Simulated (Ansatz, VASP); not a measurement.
InP in VASP and in Ansatz

File INCAR:

```
ALGO     = Normal         # electronic algorithm
EDIFF    = 1E-8           # SCF threshold, eV
ENCUT    = 520            # plane-wave cutoff, eV
GGA      = CA             # functional
ISIF     = 2              # what is computed and relaxed
ISMEAR   = -1             # smearing method
LASPH    = True           # aspherical terms in the spheres
LCHARG   = False          # write CHGCAR
LEFG     = True         
LREAL    = False          # projectors in reciprocal space
LWAVE    = False          # write WAVECAR
NBANDS   = 16             # bands
NELM     = 80             # most SCF steps
PREC     = Accurate       # precision mode
SIGMA    = 0.05           # smearing width, eV
```

Contents of KPOINTS:

```
k-points
0
Gamma
  11 11 11
```

The input POSCAR:

```
InP
1.0
    0.0000000000      2.8358383488      2.8358383488
    2.8358383488      0.0000000000      2.8358383488
    2.8358383488      2.8358383488      0.0000000000
In P
1 1
Direct
    0.0000000000      0.0000000000      0.0000000000
    0.5000000000      0.5000000000      0.5000000000
```

Input for Ansatz:

```yaml
crystal:
  lattice:
    - [0.0, 2.8358383488, 2.8358383488]
    - [2.8358383488, 0.0, 2.8358383488]
    - [2.8358383488, 2.8358383488, 0.0]
  atoms:
    - { symbol: In, position: [0.0, 0.0, 0.0] }
    - { symbol: P, position: [0.5, 0.5, 0.5] }
kpoints:
  mp_grid: { grid: [11, 11, 11] }
scf:
  occupations: { method: fermi_dirac, width: 0.05 }
hamiltonian:
  xc: lda
  pseudopotentials: { kind: all_electron, datasets: crystal }
output:
  forces: true
  stress: true
  eigenvalues: true
  efg: { contact_densities: true }
```

Change from the starting cell: volume scaled by 0.98, crystal datasets.

Alike in both runs: task electric field gradients; functional LDA; k mesh 11 × 11 × 11; occupations fermi-dirac, width 0.05 eV; no spin polarisation.

|  | VASP | Ansatz |
| --- | --- | --- |
| version | VASP 6.6.1 | Ansatz 0.2.0 |
| potentials or method | VASP PAW LDA potentials, release 64 (In_d, P), cutoff 520 eV | all-electron PAW with datasets made for the crystal, scalar-relativistic |

```tsv
	VASP	Ansatz	Ansatz less VASP
pressure (GPa)	-8.8	-8.8	0.00
```

LDA's correlation is that of Perdew and Zunger in VASP and of Perdew and Wang (1992) in Ansatz. Ansatz ran all-electron here, and VASP with PAW potentials.
